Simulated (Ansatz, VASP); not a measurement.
# I: VASP beside Ansatz

The input POSCAR:

```
I
1.0
    2.1051080089      1.2153846756     10.1738549166
   -2.1051080089      1.2153846756     10.1738549166
    0.0000000000     -2.4307693513     10.1738549166
I
3
Direct
    0.0000000000      0.0000000000      0.0000000000
    0.2222200000      0.2222200000      0.2222200000
    0.7777800000      0.7777800000      0.7777800000
```

File INCAR.step1:

```
ALGO = Normal
EDIFF = 1E-4
ENCUT = 520
GGA = PE
ISMEAR = 0
LASPH = True
LCHARG = False
LREAL = False
LWAVE = True
NBANDS = 18
NELM = 100
PREC = Accurate
SIGMA = 0.1
```

INCAR.step2

```
ALGO = Normal
EDIFF = 1E-6
ENCUT = 520
ISIF = 2
ISMEAR = 0
ISTART = 1
LASPH = True
LCHARG = False
LMIXTAU = True
LREAL = False
LWAVE = False
METAGGA = R2SCAN
NBANDS = 18
NELM = 100
PREC = Accurate
SIGMA = 0.1
```

Contents of KPOINTS:

```
k-points
0
Gamma
  6 6 6
```

Input for Ansatz:

```yaml
crystal:
  lattice:
    - [2.1051080089, 1.2153846756, 10.1738549166]
    - [-2.1051080089, 1.2153846756, 10.1738549166]
    - [0.0, -2.4307693513, 10.1738549166]
  atoms:
    - { symbol: I, position: [0.0, 0.0, 0.0] }
    - { symbol: I, position: [0.22222, 0.22222, 0.22222] }
    - { symbol: I, position: [0.77778, 0.77778, 0.77778] }
basis:
  ecutwfc: 500
kpoints:
  mp_grid: { grid: [6, 6, 6] }
hamiltonian:
  xc: r2scan
scf:
  occupations: { method: gaussian, width: 0.1 }
  lower_state_search: "off"
output:
  forces: true
  stress: true
  eigenvalues: true
```

Alike in both runs: task single point; functional r2SCAN; k mesh 6 × 6 × 6; occupations gaussian, width 0.1 eV; no spin polarisation.

```csv
,VASP,Ansatz
version,VASP 6.6.1,Ansatz 0.2.0
potentials or method,"VASP PAW PBE potentials, release 64 (I), cutoff 520 eV","scalar-relativistic, plane waves, PAW"
valence electrons in the cell,21,51
```

```tsv
	VASP	Ansatz	Ansatz less VASP
gap on the k mesh at the Fermi level (eV)	none	none	-
pressure (GPa)	-3.3	-3.3	+0.01
traceless stress, the component that is largest in VASP (GPa)	-0.21	-0.21	0.000
rms of the force components (eV/Å)	0.013	0.013	+0.0001
```

VASP's potentials were made for PBE, not for r2SCAN. Atom by atom the forces differ by 0.000 eV/Å (rms over components). A gap of «none» marks a metal or a gap that the smearing closes. With one functional, cell and mesh, what is left measures potentials, basis and numerics. VASP's potentials hold 21 valence electrons a cell and Ansatz's 51, so a difference there can come from the potentials and not from the codes.

Neither program's run includes spin-orbit coupling.
